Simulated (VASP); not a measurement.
Crystal: Sb2S.

```
Sb S
1.0
     0.00000    3.37535    3.37535
     3.37535    0.00000    3.37535
     3.37535    3.37535    0.00000
Sb S
2 1
Direct
  0.25000 0.25000 0.25000
  0.75000 0.75000 0.75000
  0.00000 0.00000 0.00000
```

| Item | Value |
| --- | --- |
| Program | VASP 6.6.1 |
| Task | relaxation of cell and atoms |
| Functional | PBE |
| Potentials or basis | VASP PAW PBE potentials, release 64 (Sb, S) |
| Cutoff | 600 eV |
| k mesh | 12 × 12 × 12 |
| Occupations | gaussian, width 0.1 eV |
| Spin | no spin polarisation |

At the start: pressure 1.6 GPa; volume 25.64 Å³/atom.

**Question.** Where does the relaxation end?

**Answer.** Over 3 steps the energy falls by 3.6 meV/atom and the volume is 26.37 Å³/atom (+2.9 %); space group Fm-3m (No. 225, to 0.05 Å).

Step by step:
```
step  energy change (eV)  largest force (eV/Å)  pressure (GPa)  volume (Å³)
   1              0.0000                0.0000            1.60        76.91
   2             -0.0098                0.0000           -0.45        79.79
   3             -0.0107                0.0000            0.00        79.11
```

Final structure:
```
Sb S
1.0
     0.00000    3.40723    3.40723
     3.40723    0.00000    3.40723
     3.40723    3.40723    0.00000
Sb S
2 1
Direct
  0.25000 0.25000 0.25000
  0.75000 0.75000 0.75000
  0.00000 0.00000 0.00000
```
